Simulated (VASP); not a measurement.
Ir: single point with PBEsol

Ir:

```
CELL_PARAMETERS angstrom
0.00000 1.88408 1.88408
1.88408 0.00000 1.88408
1.88408 1.88408 0.00000
ATOMIC_POSITIONS crystal
Ir 0.00000 0.00000 0.00000
```

```json
{"Program": "VASP 6.6.1", "Task": "single point", "Functional": "PBEsol", "Potentials or basis": "VASP PAW PBE potentials, release 64 (Ir)", "Cutoff": "520 eV", "k mesh": "20 × 20 × 20", "Occupations": "fermi-dirac, width 0.15 eV", "Spin": "no spin polarisation", "Dipole correction": "no", "Further INCAR settings": "ALGO = Normal; EDIFF = 1e-06; NBANDS = 10"}
```

```yaml
Pressure: 23.5 GPa
```

Levels at points of the mesh, in eV from the Fermi level:
```
           k point  band 1  band 2  band 3  band 4  band 5  band 6  band 7  band 8
(0.00, 0.00, 0.00)  -11.78   -4.22   -4.22   -4.22   -1.25   -1.25   14.23   20.14
(0.50, 0.00, 0.00)   -8.73   -4.34   -4.34   -0.93    1.04    1.04    7.86   13.77
(0.50, 0.50, 0.00)   -8.59   -7.98    1.02    1.68    1.68    1.68   11.30   11.97
```

Run time: 12 s on 1 thread of Intel(R) Xeon(R) 6975P-C (Granite Rapids), on a shared host, peak memory 0.15 GiB.

Caveat: the PAW data sets were made with another functional, which shifts forces and pressure a little; spin-orbit coupling is left out, which moves the levels of the heavy elements.
